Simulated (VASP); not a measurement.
# BaTiO3 (P4mm) in VASP: notebook

Aim: see how the results for BaTiO3 move with the level of theory and the settings. Levels: PBE, r2SCAN. Tasks: single point.

Program: VASP 6.6.1. These are calculated values, not measurements. Logs are shortened: lines on timing, memory, paths and dates and some standing lists are left out, and cuts for length are marked.

### 1 The cell of the first run

It takes space group P4mm (No. 99, tetragonal). Conventional cell: a = 3.972 Å, b = 3.972 Å, c = 4.112 Å, α = 90.00°, β = 90.00°, γ = 90.00°. Ba (site symmetry 4mm) has 12 O at 2.79 to 2.92 Å and 8 Ti at 3.44 to 3.53 Å within 3.7 Å. Within 2.4 Å of Ti (site symmetry 4mm) lie 6 O at 1.82 to 2.29 Å. O (site symmetry 4mm) has 2 Ti at 1.82 to 2.29 Å within 2.4 Å. Within 2.6 Å of O (site symmetry 2mm) lie 2 Ti at 1.99 Å.

### 2 Single point, PBE

Contents of INCAR:

```
PREC     = Accurate       # precision mode
ENCUT    = 520            # plane-wave cutoff, eV
EDIFF    = 1E-6           # SCF threshold, eV
ISMEAR   = 0              # smearing method
SIGMA    = 0.01           # smearing width, eV
LREAL    = False          # projectors in reciprocal space
LASPH    = True           # aspherical terms in the spheres
NELM     = 100            # most SCF steps
ALGO     = Normal         # electronic algorithm
ISIF     = 2              # what is computed and relaxed
LWAVE    = False          # write WAVECAR
LCHARG   = True           # write CHGCAR
GGA      = PE             # functional
LELF     = True           # ELF
LVHAR    = True         
NBANDS   = 28             # bands
```

Contents of KPOINTS:

```
Automatic mesh
0
Gamma
  6 6 6
```

Contents of POSCAR:

```
BaTiO3
1.0
    3.9723652307      0.0000000000      0.0000000000
    0.0000000000      3.9723652307      0.0000000000
    0.0000000000      0.0000000000      4.1122285344
Ba Ti O
1 1 3
Direct
    0.0000000000      0.0000000000     -0.0043576122
    0.5000000000      0.5000000000      0.4775258109
    0.5000000000      0.5000000000      0.0345450333
    0.5000000000      0.0000000000      0.5176433840
    0.0000000000      0.5000000000      0.5176433840
```

Potentials or basis: VASP PAW PBE potentials, release 64 (Ba_sv, Ti_sv, O).

Run with:

```sh
$ cat potpaw_PBE.64/Ba_sv/POTCAR potpaw_PBE.64/Ti_sv/POTCAR potpaw_PBE.64/O/POTCAR > POTCAR
$ mpirun -np 1 vasp_std > vasp.out
```

OUTCAR:

```text
PREC = Accurate
   ENCUT = 520
   EDIFF = 1E-6
   ISMEAR = 0
   LREAL = False
   LASPH = True
   NELM = 100
   ISIF = 2
   GGA = PE

 ion  position               nearest neighbor table
   1  0.000  0.000  0.996-   4 2.79   5 2.79   5 2.79   4 2.79   3 2.81   3 2.81   3 2.81   3 2.81
                             4 2.92   5 2.92   5 2.92   4 2.92   2 3.44   2 3.44   2 3.44   2 3.44
   2  0.500  0.500  0.478-   3 1.82   4 1.99   5 1.99   4 1.99   5 1.99   3 2.29   1 3.44   1 3.44
                             1 3.44   1 3.44   1 3.53   1 3.53   1 3.53   1 3.53
   3  0.500  0.500  0.035-   2 1.82   2 2.29   1 2.81   1 2.81   1 2.81   1 2.81
   4  0.500  0.000  0.518-   2 1.99   2 1.99   1 2.79   1 2.79   1 2.92   1 2.92
   5  0.000  0.500  0.518-   2 1.99   2 1.99   1 2.79   1 2.79   1 2.92   1 2.92

  LATTYP: Found a simple tetragonal cell.
 ALAT       =     3.9723652307
 C/A-ratio  =     1.0352090746

  Lattice vectors:

 A1 = (   3.9723652307,   0.0000000000,   0.0000000000)
 A2 = (   0.0000000000,   3.9723652307,   0.0000000000)
 A3 = (   0.0000000000,   0.0000000000,   4.1122285344)

Analysis of symmetry for initial positions (statically):
=====================================================================
 Subroutine PRICEL returns:
 Original cell was already a primitive cell.

 Routine SETGRP: Setting up the symmetry group for a
 simple tetragonal supercell.

 Subroutine GETGRP returns: Found  8 space group operations
 (whereof  8 operations were pure point group operations)
 out of a pool of 16 trial point group operations.

The static configuration has the point symmetry C_4v.

Analysis of symmetry for dynamics (positions and initial velocities):
=====================================================================
 Subroutine PRICEL returns:
 Original cell was already a primitive cell.

 Routine SETGRP: Setting up the symmetry group for a
 simple tetragonal supercell.

 Subroutine GETGRP returns: Found  8 space group operations
 (whereof  8 operations were pure point group operations)
 out of a pool of 16 trial point group operations.

The dynamic configuration has the point symmetry C_4v.

 Subroutine INISYM returns: Found  8 space group operations
 (whereof  8 operations are pure point group operations),
 and found     1 'primitive' translations

----------------------------------------------------------------------------------------

                                     Primitive cell

  volume of cell :      64.8897

  direct lattice vectors                    reciprocal lattice vectors
     3.972365231  0.000000000  0.000000000     0.251739189  0.000000000  0.000000000
     0.000000000  3.972365231  0.000000000     0.000000000  0.251739189  0.000000000
     0.000000000  0.000000000  4.112228534     0.000000000  0.000000000  0.243177146

  length of vectors
     3.972365231  3.972365231  4.112228534     0.251739189  0.251739189  0.243177146

  position of ions in fractional coordinates (direct lattice)
     0.000000000  0.000000000  0.995642388
     0.500000000  0.500000000  0.477525811
     0.500000000  0.500000000  0.034545033
     0.500000000  0.000000000  0.517643384
     0.000000000  0.500000000  0.517643384

  ion indices of the primitive-cell ions
   primitive index   ion index
                 1           1
                 2           2
                 3           3
                 4           4
                 5           5

----------------------------------------------------------------------------------------

 KPOINTS: Automatic mesh

Automatic generation of k-mesh.
 Grid dimensions read from file:
 generate k-points for:    6    6    6

 Generating k-lattice:

  Cartesian coordinates                     Fractional coordinates (reciprocal lattice)
     0.041956531  0.000000000  0.000000000     0.166666667  0.000000000  0.000000000
     0.000000000  0.041956531  0.000000000     0.000000000  0.166666667  0.000000000
     0.000000000  0.000000000  0.040529524     0.000000000  0.000000000  0.166666667

  Length of vectors
     0.041956531  0.041956531  0.040529524

  Shift w.r.t. Gamma in fractional coordinates (k-lattice)
     0.000000000  0.000000000  0.000000000

 Subroutine IBZKPT returns following result:
 ===========================================

 Found     40 irreducible k-points:

 Following reciprocal coordinates:
            Coordinates               Weight
  0.000000  0.000000  0.000000      1.000000
  0.166667  0.000000  0.000000      4.000000
  0.333333  0.000000  0.000000      4.000000
  0.500000  0.000000  0.000000      2.000000
  0.166667  0.166667  0.000000      4.000000
  0.333333  0.166667  0.000000      8.000000
[... 16 lines left out ...]
  0.333333  0.000000  0.333333      8.000000
  0.500000  0.000000  0.333333      4.000000
 [... further k-points ...]
   k-points           NKPTS =     40   k-points in BZ     NKDIM =     40   number of bands    NBANDS=     28
   number of dos      NEDOS =    301   number of ions     NIONS =      5
   total plane-waves  NPLWV =  28800
   dimension x,y,z NGX =    30 NGY =   30 NGZ =   32
   dimension x,y,z NGXF=    60 NGYF=   60 NGZF=   64
   ions per type =               1   1   3
   NGX,Y,Z   is equivalent  to a cutoff of  12.56, 12.56, 12.94 a.u.
   NGXF,Y,Z  is equivalent  to a cutoff of  25.11, 25.11, 25.87 a.u.
 SYSTEM =  unknown system
   PREC   = accura    normal or accurate (medium, high low for compatibility)
   ISTART =      0    job   : 0-new  1-cont  2-samecut
   ICHARG =      2    charge: 1-file 2-atom 10-const
   ISPIN  =      1    spin polarized calculation?
   LNONCOLLINEAR =      F non collinear calculations
   LSORBIT =      F    spin-orbit coupling
   LASPH  =      T    aspherical Exc in radial PAW
   ENCUT  =  520.0 eV  38.22 Ry    6.18 a.u.   7.39  7.39  7.65*2*pi/ulx,y,z
   NELM   =    100;   NELMIN=  2; NELMDL= -5     # of ELM steps
   EDIFF  = 0.1E-05   stopping-criterion for ELM
   LREAL  =      F    real-space projection
   EDIFFG = 0.1E-04   stopping-criterion for IOM
   NSW    =      0    number of steps for IOM
   IBRION =     -1    ionic relax: 0-MD 1-quasi-New 2-CG
   NFREE  =      0    steps in history (QN), initial steepest desc. (CG)
   ISIF   =      2    stress and relaxation
   ISYM   =      2    0-nonsym 1-usesym 2-fastsym
   POTIM  = 0.5000    time-step for ionic-motion
   TEBEG  =    0.0;   TEEND  =   0.0 temperature during run
   PSTRESS=    0.0 pullay stress
   NELECT =      40.0000    total number of electrons
   NUPDOWN=      -1.0000    fix difference up-down
   EMIN   =  10.00;   EMAX   =-10.00  energy-range for DOS
   EFERMI =   0.00;   METHOD = LEGACY
   ISMEAR =     0;   SIGMA  =   0.01  broadening in eV -4-tet -1-fermi 0-gaus
   EFERMI_NEDOS =   21; number of points for ismear=-14 and -15
   IALGO  =     38    algorithm
   IMIX   =      4    mixing-type and parameters
     AMIX     =   0.40;   BMIX     =  1.00
     AMIX_MAG =   1.60;   BMIX_MAG =  1.00
  volume/ion in A,a.u.               =      12.98        87.58
  Fermi-wavevector in a.u.,A,eV,Ry     =   1.393273  2.632905 26.411770  1.941210
  Thomas-Fermi vector in A             =   2.516935
   LORBIT       =      0    0 simple, 1 ext, 2 COOP (PROOUT), +10 PAW based schemes
   GGA     = PE    functional components
   LHFCALC =     F    Hartree Fock is set to
   AEXX    =    0.0000 exact exchange contribution
   IVDW    =     0    specifies the selected vdW correction
   LEPSILON=     F    determine dielectric tensor
   LRPA    =     F    only Hartree local field effects (RPA)
 non-spin polarized calculation
 Gauss-broadening in eV      SIGMA  =   0.01
  energy-cutoff  :      520.00
  volume of cell :       64.89
 maximum number of plane-waves:      1779
 NGX is ok and might be reduce to    30
   NGX = 15   NGY = 15   NGZ = 15

 number of electron      39.9999984 magnetization

 Free energy of the ion-electron system (eV)
  ---------------------------------------------------
  ext. energy  EPLUGINS =         0.00000000
  ---------------------------------------------------
  free energy    TOTEN  =       -40.00821003 eV

  energy without entropy =      -40.00821003  energy(sigma->0) =      -40.00821003

 E-fermi :   4.0014     XC(G=0): -11.1787

 val. band max:        3.8993585107   @ k =   0.5000   0.5000   0.5000
 cond. band min:       5.7083735930   @ k =   0.0000   0.0000   0.0000
 fundamental gap:      1.8090150823
 Fermi energy:         4.0014198063

 k-point     1 :       0.0000    0.0000    0.0000
  band No.  band energies     occupation
      1     -52.6742      2.00000
      2     -28.9913      2.00000
      3     -28.8836      2.00000
      4     -28.8836      2.00000
      5     -21.1463      2.00000
      6     -13.1211      2.00000
[... 20 lines left out ...]
     27       8.9648      0.00000
     28      10.9349      0.00000

 k-point     2 :       0.1667    0.0000    0.0000
  band No.  band energies     occupation
      1     -52.6739      2.00000
      2     -28.9907      2.00000
      3     -28.8980      2.00000
      4     -28.8831      2.00000
      5     -21.1165      2.00000
      6     -13.1425      2.00000
[... 20 lines left out ...]
     27       9.4807      0.00000
     28      11.5925      0.00000

 k-point     3 :       0.3333    0.0000    0.0000
  band No.  band energies     occupation
      1     -52.6733      2.00000
      2     -28.9895      2.00000
      3     -28.9266      2.00000
      4     -28.8820      2.00000
      5     -21.0557      2.00000
      6     -13.2650      2.00000
[... 20 lines left out ...]
     27      10.6185      0.00000
     28      11.9521      0.00000

 k-point     4 :       0.5000    0.0000    0.0000
  band No.  band energies     occupation
      1     -52.6730      2.00000
      2     -28.9889      2.00000
      3     -28.9408      2.00000
      4     -28.8815      2.00000
      5     -21.0247      2.00000
      6     -13.3471      2.00000
[... 578 lines left out ...]
     27      10.9808      0.00000
     28      12.4203      0.00000

 k-point    23 :       0.3333    0.0000    0.3333
  band No.  band energies     occupation
      1     -52.6728      2.00000
      2     -29.0178      2.00000
      3     -28.9248      2.00000
      4     -28.8810      2.00000
      5     -21.0063      2.00000
      6     -12.9824      2.00000
[... 20 lines left out ...]
     27      11.9693      0.00000
     28      12.3732      0.00000

 k-point    24 :       0.5000    0.0000    0.3333
  band No.  band energies     occupation
      1     -52.6725      2.00000
      2     -29.0169      2.00000
      3     -28.9388      2.00000
      4     -28.8804      2.00000
      5     -20.9826      2.00000
      6     -12.9561      2.00000
[... 20 lines left out ...]
     27      11.7991      0.00000
     28      13.0766      0.00000

 [... further k-points ...]
[... 5 lines left out ...]
  --------------------------------------------------------------------------------------
  -------------------------------------------------------------------------------------
  Total        1.9573510      1.9573510      2.0381016      0.0000000     -0.0000000      0.0000000
  in kB       48.3285447     48.3285447     50.3223387      0.0000000     -0.0000000      0.0000000
  external PRESSURE =      48.9931427 kB  Pullay stress =       0.0000000 kB

 VOLUME and BASIS-vectors are now :
 -----------------------------------------------------------------------------
  energy-cutoff  :      520.00
  volume of cell :       64.89
      direct lattice vectors                 reciprocal lattice vectors
     3.972365231  0.000000000  0.000000000     0.251739189  0.000000000  0.000000000
     0.000000000  3.972365231  0.000000000     0.000000000  0.251739189  0.000000000
     0.000000000  0.000000000  4.112228534     0.000000000  0.000000000  0.243177146

 POSITION                                       TOTAL-FORCE (eV/Angst)
 -----------------------------------------------------------------------------------
      0.00000      0.00000      4.09431         0.000000     -0.000000      0.018543
      1.98618      1.98618      1.96370        -0.000000      0.000000      0.132649
      1.98618      1.98618      0.14206        -0.000000     -0.000000     -0.199653
      1.98618      0.00000      2.12867        -0.000000     -0.000000      0.024231
      0.00000      1.98618      2.12867        -0.000000     -0.000000      0.024231
 -----------------------------------------------------------------------------------
    total drift:                                0.000000      0.000000      0.000032

  FREE ENERGIE OF THE ION-ELECTRON SYSTEM (eV)
  ---------------------------------------------------
  free  energy   TOTEN  =       -40.0082100266 eV

  energy  without entropy=      -40.0082100266  energy(sigma->0) =      -40.00821003
```

Wall time 2.1 min (1 thread of Intel Xeon 8259CL, shared host); peak memory 0.22 GiB.

What came out:

```
Free energy            : -40.0082 eV
Pressure               : 4.9 GPa
Largest force          : 0.200 eV/Å
Band gap on the k mesh : 1.81 eV (least direct gap 2.30 eV)
```

Forces on the atoms (eV/Å):
```
Ba   0.000  0.000  0.019
Ti   0.000  0.000  0.133
O    0.000  0.000 -0.200
O    0.000  0.000  0.024
O    0.000  0.000  0.024
```

Caveat: the cell stands under pressure; spin-orbit coupling is left out, which moves the levels of the heavy elements. A k mesh can miss the band edges.

(Continued in part 2 of 2.)
